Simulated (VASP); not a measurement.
GaN, 4 atoms in the cell. The structure is hexagonal, space group P6_3mc (No. 186). The conventional cell has a = 3.222 Å, b = 3.222 Å, c = 5.234 Å, α = 90.00°, β = 90.00°, γ = 120.00°. Ga (site symmetry 3m) has 4 N at 1.96 to 1.97 Å within 2.6 Å. N (site symmetry 3m) has 4 Ga at 1.96 to 1.97 Å within 2.6 Å. 

| Quantity | Value |
| --- | --- |
| Program | VASP 6.6.1 |
| Task | single point |
| Functional | PBEsol |
| Dispersion | D3(BJ) |
| Potentials or basis | VASP PAW PBE potentials, release 64 (Ga_d, N) |
| Cutoff | 520 eV |
| k mesh | 10 × 10 × 5 |
| Occupations | fermi-dirac, width 0.05 eV |
| Spin | no spin polarisation |
| Dipole correction | no |
| Further INCAR settings | ALGO = Normal; EDIFF = 1e-07; NBANDS = 26 |

Potentials or basis: VASP PAW PBE potentials, release 64 (Ga_d, N).

Command:

```console
$ cat potpaw_PBE.64/Ga_d/POTCAR potpaw_PBE.64/N/POTCAR > POTCAR
$ mpirun -np 1 vasp_std > vasp.out
```

Hardware: 1 thread of Intel(R) Xeon(R) 6975P-C (Granite Rapids), on a shared host.

Task: Estimate the wall time of this run.

Result: Wall time 24 s on 1 thread of Intel(R) Xeon(R) 6975P-C (Granite Rapids), on a shared host, peak memory 0.19 GiB. Counts: scf iterations 19, k points 42.
